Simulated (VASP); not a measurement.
A run of VASP 6.6.1:

File INCAR:

```
PREC = Accurate
ENCUT = 520
EDIFF = 1E-6
ISMEAR = -1
SIGMA = 0.11
LREAL = Auto
LASPH = True
NELM = 100
ALGO = Normal
ISIF = 2
LWAVE = False
LCHARG = False
GGA = PE
NBANDS = 38
```

Contents of KPOINTS:

```
regular mesh
0
Gamma
  2 2 2
```

File POSCAR:

```
Li
1.0
    6.9800000000      0.0000000000      0.0000000000
    0.0000000000      6.9800000000      0.0000000000
    0.0000000000      0.0000000000      6.9800000000
Li
16
Direct
   -0.0319770774      0.1022779370      0.0901146132
    0.4612607450      0.0151146132      0.0477363897
   -0.1310458453      0.4905873926      0.0789111748
   -0.1155587393     -0.0255587393      0.5381232092
    0.1200000000      0.3118338109      0.3805300860
    0.4279369628      0.4284957020      0.0473495702
    0.3601002865     -0.0202865330      0.4648424069
    0.6788538682      0.2723065903      0.3102578797
   -0.0788968481      0.5257593123      0.5418338109
    0.2164756447      0.7496848138      0.2942693410
    0.1491547278      0.2440544413      0.7704727794
    0.3734813754      0.5195558739      0.5539111748
    0.6739111748      0.7697707736      0.2531805158
    0.6590401146      0.2464756447      0.7266618911
    0.1891977077      0.7976074499      0.8072492837
    0.6275501433      0.7358166189      0.7961461318
```

Potentials or basis: VASP PAW PBE potentials, release 64 (Li_sv).

The run is started by

```bash
$ cat potpaw_PBE.64/Li_sv/POTCAR > POTCAR
$ mpirun -np 1 vasp_std > vasp.out
```

Hardware: 1 thread of Oxide Virtual Turin-like Processor (shared host).

Task: Estimate the wall time of this run.

Result: Run time: 2.9 min on 1 thread of Oxide Virtual Turin-like Processor (shared host), peak memory 0.33 GiB. Counts: scf iterations 14, k points 8.
